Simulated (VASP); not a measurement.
# MgI2 in VASP: a series of runs, part 2 of 2

VASP 6.6.1. The steps go on from the part before.

## (4) Single point, r2SCAN (uniaxial z strain +1.9%)

POSCAR reads:

```
MgI2
1.0
    4.1566377955      0.0000000000      0.0000000000
   -2.0783188977      3.5997539252      0.0000000000
    0.0000000000      0.0000000000      7.0048735335
Mg I
1 2
Direct
    0.0000000000      0.0000000000      0.0000000000
    0.3333333333      0.6666666667      0.2390169302
    0.6666666667      0.3333333333      0.7609830698
```

INCAR.step1 reads:

```
SYSTEM = MgI2
ALGO     = Normal         ! electronic algorithm
EDIFF    = 1E-4           ! SCF threshold, eV
ENCUT    = 520            ! plane-wave cutoff, eV
GGA      = PE             ! functional
ISMEAR   = 0              ! smearing method
LASPH    = .True.         ! aspherical terms in the spheres
LCHARG   = .False.        ! write CHGCAR
LREAL    = .False.        ! projectors in reciprocal space
LWAVE    = .True.         ! write WAVECAR
NBANDS   = 15             ! bands
NELM     = 80             ! most SCF steps
PREC     = Accurate       ! precision mode
SIGMA    = 0.01           ! smearing width, eV
```

INCAR.step2 reads:

```
SYSTEM = MgI2
ALGO     = Normal         ! electronic algorithm
EDIFF    = 1E-6           ! SCF threshold, eV
ENCUT    = 520            ! plane-wave cutoff, eV
ISIF     = 2              ! what is computed and relaxed
ISMEAR   = 0              ! smearing method
ISTART   = 1            
LASPH    = .True.         ! aspherical terms in the spheres
LCHARG   = .False.        ! write CHGCAR
LMIXTAU  = .True.       
LREAL    = .False.        ! projectors in reciprocal space
LWAVE    = .False.        ! write WAVECAR
METAGGA  = R2SCAN         ! meta-GGA
NBANDS   = 15             ! bands
NELM     = 80             ! most SCF steps
PREC     = Accurate       ! precision mode
SIGMA    = 0.01           ! smearing width, eV
```

KPOINTS reads:

```
k-points
0
Gamma
  12 12 4
  0 0 0
```

Potentials or basis: VASP PAW PBE potentials, release 64 (Mg, I).

On the command line:

```
> cat potpaw_PBE.64/Mg/POTCAR potpaw_PBE.64/I/POTCAR > POTCAR
> cp INCAR.step1 INCAR
> mpirun -np 1 vasp_std > vasp.out
> cp INCAR.step2 INCAR
> mpirun -np 1 vasp_std > vasp.out
```

OUTCAR:

```text
SYSTEM = MgI2
   EDIFF = 1E-6
   ENCUT = 520
   ISIF = 2
   ISMEAR = 0
   ISTART = 1
   LASPH = .True.
   LREAL = .False.
   METAGGA = R2SCAN
   NELM = 80
   PREC = Accurate

 ion  position               nearest neighbor table
   1  0.000  0.000  0.000-   2 2.93   3 2.93   2 2.93   3 2.93   3 2.93   2 2.93
   2  0.333  0.667  0.239-   1 2.93   1 2.93   1 2.93
   3  0.667  0.333  0.761-   1 2.93   1 2.93   1 2.93

  LATTYP: Found a hexagonal cell.
 ALAT       =     4.1566377955
 C/A-ratio  =     1.6852258672
[... 626 lines left out ...]

  FORCE on cell =-STRESS in cart. coord.  units (eV):
  Direction    XX          YY          ZZ          XY          YZ          ZX
  --------------------------------------------------------------------------------------
  -------------------------------------------------------------------------------------
  Total        0.2436290      0.2436290      0.1120894      0.0000000     -0.0000000      0.0000000
  in kB        3.7241244      3.7241244      1.7134035      0.0000000     -0.0000000      0.0000000
  external PRESSURE =       3.0538841 kB  Pullay stress =       0.0000000 kB

 VOLUME and BASIS-vectors are now :
 -----------------------------------------------------------------------------
  energy-cutoff  :      520.00
  volume of cell :      104.81
      direct lattice vectors                 reciprocal lattice vectors
     4.156637796  0.000000000  0.000000000     0.240579057  0.138898383  0.000000000
    -2.078318898  3.599753925  0.000000000     0.000000000  0.277796766  0.000000000
     0.000000000  0.000000000  7.004873533     0.000000000  0.000000000  0.142757752

 POSITION                                       TOTAL-FORCE (eV/Angst)
 -----------------------------------------------------------------------------------
      0.00000      0.00000      0.00000         0.000000      0.000000      0.000000
     -0.00000      2.39984      1.67428        -0.000000      0.000000     -0.044017
      2.07832      1.19992      5.33059         0.000000     -0.000000      0.044017
 -----------------------------------------------------------------------------------
    total drift:                               -0.000000      0.000000     -0.000000

  FREE ENERGIE OF THE ION-ELECTRON SYSTEM (eV)
  ---------------------------------------------------
  free  energy   TOTEN  =       -56.9327203005 eV

  energy  without entropy=      -56.9327203005  energy(sigma->0) =      -56.93272030
```

It took 8.7 min on 1 thread of Intel Xeon 8259CL, shared host; peak memory 0.31 GiB.

What came out:

| Property | Result |
| --- | --- |
| Free energy | -56.9327 eV |
| Pressure | 0.3 GPa |
| Largest force | 0.044 eV/Å |
| Band gap on the k mesh | 4.19 eV (least direct gap 4.55 eV) |

Forces on the atoms (eV/Å):
```
Mg   0.000  0.000  0.000
I    0.000  0.000 -0.044
I    0.000  0.000  0.044
```

Stress tensor (GPa, compression positive):
```
0.37 0.00 0.00
0.00 0.37 0.00
0.00 0.00 0.17
```

Caveat: the cell differs from its parent crystal (uniaxial z strain +1.9%); the PAW data sets were made with another functional, which shifts forces and pressure a little; spin-orbit coupling is left out, which moves the levels of the heavy elements.

## (5) Single point, PBE (uniaxial x strain +4.5%)

INCAR reads:

```
PREC = Accurate
ENCUT = 520
EDIFF = 1E-7
ISMEAR = -1
SIGMA = 0.02
LREAL = F
LASPH = T
NELM = 80
ALGO = Normal
ISIF = 2
LWAVE = F
LCHARG = F
GGA = PE
NBANDS = 15
```

KPOINTS reads:

```
regular mesh
0
Gamma
  12 12 4
```

POSCAR reads:

```
MgI2
1.0
    4.3420238411      0.0000000000      0.0000000000
   -2.1710119205      3.5997539252      0.0000000000
    0.0000000000      0.0000000000      6.8756120274
Mg I
1 2
Direct
    0.0000000000      0.0000000000      0.0000000000
    0.3332380080      0.6664760160      0.2388022094
    0.6667619920      0.3335239840      0.7611977906
```

On the command line:

```
> cat potpaw_PBE.64/Mg/POTCAR potpaw_PBE.64/I/POTCAR > POTCAR
> mpirun -np 1 vasp_std > vasp.out
```

Wall time 4.3 min (1 thread of Intel Xeon 8259CL, shared host); peak memory 0.42 GiB.

Results (log left out):

- Free energy: -7.7007 eV
- Pressure: 0.1 GPa
- Largest force: 0.008 eV/Å
- Band gap on the k mesh: 3.25 eV (least direct gap 3.38 eV)

Forces in eV/Å, atoms in the order of the input:
```
Mg   0.000  0.000  0.000
I    0.000  0.000 -0.008
I    0.000  0.000  0.008
```

Stress tensor (GPa, compression positive):
```
-0.81  0.00  0.00
 0.00  0.36  0.03
 0.00  0.03  0.88
```

Levels at points of the mesh, in eV from the valence-band top:
```
           k point  band 6  band 7  band 8  band 9  band 10  band 11
(0.00, 0.00, 0.00)   -0.33   -0.23    0.00    3.38     4.52     6.21
(0.50, 0.00, 0.00)   -1.41   -0.90   -0.49    3.54     5.32     5.57
(0.00, 0.50, 0.00)   -1.68   -0.91   -0.70    3.29     5.02     5.54
(0.00, 0.00, 0.50)   -0.49   -0.42   -0.29    4.26     4.60     6.04
(0.50, 0.00, 0.50)   -1.11   -0.79   -0.71    3.44     5.22     5.73
(0.00, 0.50, 0.50)   -1.09   -0.93   -0.82    3.29     5.06     5.82
```

Caveat: the cell differs from its parent crystal (uniaxial x strain +4.5%); spin-orbit coupling is left out, which moves the levels of the heavy elements; this functional lacks dispersion, which binds the layers, so the pressure and a relaxed spacing across them are unreliable. A k mesh can miss the band edges.

## (6) Single point, r2SCAN (uniaxial x strain +4.5%)

POSCAR is that of step 5.

INCAR.step1 reads:

```
SYSTEM = MgI2
ALGO = Normal ; EDIFF = 1E-4
ENCUT = 520 ; GGA = PE
ISMEAR = 0 ; LASPH = .True.
LCHARG = .False. ; LREAL = .False.
LWAVE = .True. ; NBANDS = 15
NELM = 100 ; PREC = Accurate
SIGMA = 0.01
```

INCAR.step2 reads:

```
SYSTEM = MgI2
ALGO = Normal ; EDIFF = 1E-6
ENCUT = 520 ; ISIF = 2
ISMEAR = 0 ; ISTART = 1
LASPH = .True. ; LCHARG = .False.
LMIXTAU = .True. ; LREAL = .False.
LWAVE = .False. ; METAGGA = R2SCAN
NBANDS = 15 ; NELM = 100
PREC = Accurate ; SIGMA = 0.01
```

KPOINTS reads:

```
k-points
0
Gamma
  12 12 4
  0 0 0
```

Potentials or basis: VASP PAW PBE potentials, release 64 (Mg, I).

On the command line:

```
> cat potpaw_PBE.64/Mg/POTCAR potpaw_PBE.64/I/POTCAR > POTCAR
> cp INCAR.step1 INCAR
> mpirun -np 1 vasp_std > vasp.out
> cp INCAR.step2 INCAR
> mpirun -np 1 vasp_std > vasp.out
```

It took 17 min on 1 thread of Intel Xeon 8259CL, shared host; peak memory 0.44 GiB.

The run converged. Its results:

```
Free energy            : -56.9137 eV
Pressure               : -0.4 GPa
Largest force          : 0.043 eV/Å
Band gap on the k mesh : 3.82 eV (least direct gap 4.16 eV)
```

Forces on the atoms (eV/Å):
```
Mg   0.000  0.000  0.000
I    0.000 -0.006 -0.043
I    0.000  0.006  0.043
```

Stress tensor (GPa, compression positive):
```
-1.42  0.00  0.00
 0.00 -0.16  0.01
 0.00  0.01  0.27
```

Levels at points of the mesh, in eV from the valence-band top:
```
           k point  band 5  band 6  band 7  band 8  band 9  band 10  band 11  band 12
(0.00, 0.00, 0.00)   -0.61   -0.35   -0.24    0.00    4.16     5.15     6.80     7.25
(0.50, 0.00, 0.00)   -1.88   -1.45   -0.91   -0.52    4.11     5.96     6.08     7.52
(0.00, 0.50, 0.00)   -1.75   -1.73   -0.92   -0.73    3.86     5.63     6.03     7.14
(0.00, 0.00, 0.50)   -0.66   -0.51   -0.44   -0.30    5.01     5.26     6.62     7.05
(0.50, 0.00, 0.50)   -1.33   -1.13   -0.81   -0.73    4.05     5.78     6.27     6.67
(0.00, 0.50, 0.50)   -1.57   -1.10   -0.96   -0.84    3.88     5.61     6.37     6.64
```

Caveat: the cell differs from its parent crystal (uniaxial x strain +4.5%); the PAW data sets were made with another functional, which shifts forces and pressure a little; spin-orbit coupling is left out, which moves the levels of the heavy elements. A k mesh can miss the band edges.

## (7) Overview

| level | cell | smearing | gap on the mesh (eV) | pressure (GPa) | largest force (eV/Å) |
| --- | --- | --- | --- | --- | --- |
| r2SCAN | a = 4.157, b = 4.157, c = 6.876 Å, angles 90.0, 90.0, 120.0°, 3 atoms, atomic positions A | gaussian 0.01 eV | 4.10 | 0.5 | 0.04 |
| r2SCAN | a = 4.172, b = 4.172, c = 6.876 Å, angles 90.0, 90.0, 120.0°, 3 atoms, atomic positions A | gaussian 0.01 eV | 4.08 | 0.3 | 0.04 |
| r2SCAN | a = 4.157, b = 4.157, c = 7.005 Å, angles 90.0, 90.0, 120.0°, 3 atoms, atomic positions B | gaussian 0.01 eV | 4.19 | 0.3 | 0.04 |
| PBE | a = 4.342, b = 4.204, c = 6.876 Å, angles 90.0, 90.0, 121.1°, 3 atoms, atomic positions B | fermi-dirac 0.02 eV | 3.25 | 0.1 | 0.01 |
| r2SCAN | a = 4.342, b = 4.204, c = 6.876 Å, angles 90.0, 90.0, 121.1°, 3 atoms, atomic positions B | gaussian 0.01 eV | 3.82 | -0.4 | 0.04 |

Alike in all rows: task single point; potentials or basis VASP PAW PBE potentials, release 64 (Mg, I); no spin polarisation; k mesh 12 × 12 × 4; cutoff (eV) 520.

Caveats: spin-orbit coupling is left out, which moves the levels of the heavy elements; the PAW data sets were made with another functional, which shifts forces and pressure a little (at least some runs); this functional lacks dispersion, which binds the layers, so the pressure and a relaxed spacing across them are unreliable (at least some runs).

Absolute energies hang on the potentials; compare differences alone.
